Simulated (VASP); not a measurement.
SnAs, 2 atoms in the cell. The structure is cubic, space group Fm-3m (No. 225). The conventional cell has a = 5.714 Å, b = 5.714 Å, c = 5.714 Å, α = 90.00°, β = 90.00°, γ = 90.00°. Sn (site symmetry m-3m) has 6 As at 2.86 Å within 3.8 Å. As (site symmetry m-3m) has 6 Sn at 2.86 Å within 3.8 Å. 

```yaml
Program: VASP 6.6.1
Task: relaxation of cell and atoms
Functional: PBEsol
Potentials_or_basis: VASP PAW PBE potentials, release 64 (Sn_d, As)
Cutoff: 600 eV
k_mesh: 14 × 14 × 14
Occupations: fermi-dirac, width 0.05 eV
Spin: no spin polarisation
Target_pressure: 10 GPa
Dipole_correction: no
Further_INCAR_settings: ALGO = Normal; EDIFF = 1e-07; IBRION = 2; EDIFFG = -0.002; NSW = 100; ISIF = 3
```

Potentials or basis: VASP PAW PBE potentials, release 64 (Sn_d, As).

Command:

```bash
$ cat potpaw_PBE.64/Sn_d/POTCAR potpaw_PBE.64/As/POTCAR > POTCAR
$ mpirun -np 1 vasp_std > vasp.out
```

Hardware: 1 thread of Intel(R) Xeon(R) 6975P-C (Granite Rapids), on a shared host.

Problem. Estimate the wall time of this run.

Solution. Run time: 120 s on 1 thread of Intel(R) Xeon(R) 6975P-C (Granite Rapids) (shared host), peak memory 0.25 GiB. Counts: scf iterations 67, k points 104, ion steps 9.
